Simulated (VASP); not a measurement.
Write the native input for VASP 6.6.1 that does the following.

| Item | Value |
| --- | --- |
| Task | single point |
| Functional | PBE |
| Potentials or basis | VASP PAW PBE potentials, release 64 (Ir) |
| Cutoff | 500 eV |
| k mesh | 8 × 8 × 11 |
| Occupations | fermi-dirac, width 0.08 eV |
| Spin | no spin polarisation |
| Dipole correction | no |
| Further INCAR settings | ALGO = Normal; EDIFF = 1e-06; NBANDS = 20 |

The structure of Ir lies in POSCAR:

```
Ir
1.0
    4.0006431769      0.0000000000      0.0000000000
   -2.0003215885      3.4646586227      0.0000000000
    0.0000000000      0.0000000000      2.4297563453
Ir
3
Direct
    0.0000000000      0.0000000000      0.0000000000
    0.3333333333      0.6666666667      0.5000000000
    0.6666666667      0.3333333333      0.5000000000
```

This cell differs from its parent crystal: volume scaled by 0.75.

These files were run (other wordings do the same):

INCAR

```
ALGO = Normal
EDIFF = 1E-6
ENCUT = 500
GGA = PE
GGA_COMPAT = False
ISIF = 2
ISMEAR = -1
LASPH = True
LCHARG = False
LREAL = False
LWAVE = False
NBANDS = 20
NELM = 120
PREC = Accurate
SIGMA = 0.08
```

KPOINTS

```
k-points
0
Gamma
  8 8 11
```

Potentials or basis: VASP PAW PBE potentials, release 64 (Ir).

Run with:

```sh
$ cat potpaw_PBE.64/Ir/POTCAR > POTCAR
$ mpirun -np 1 vasp_std > vasp.out
```

It gave:

The pressure is 191.0 GPa.

Wall time 23 s on 1 thread of Intel(R) Xeon(R) 6975P-C (Granite Rapids) (shared host), peak memory 0.16 GiB.
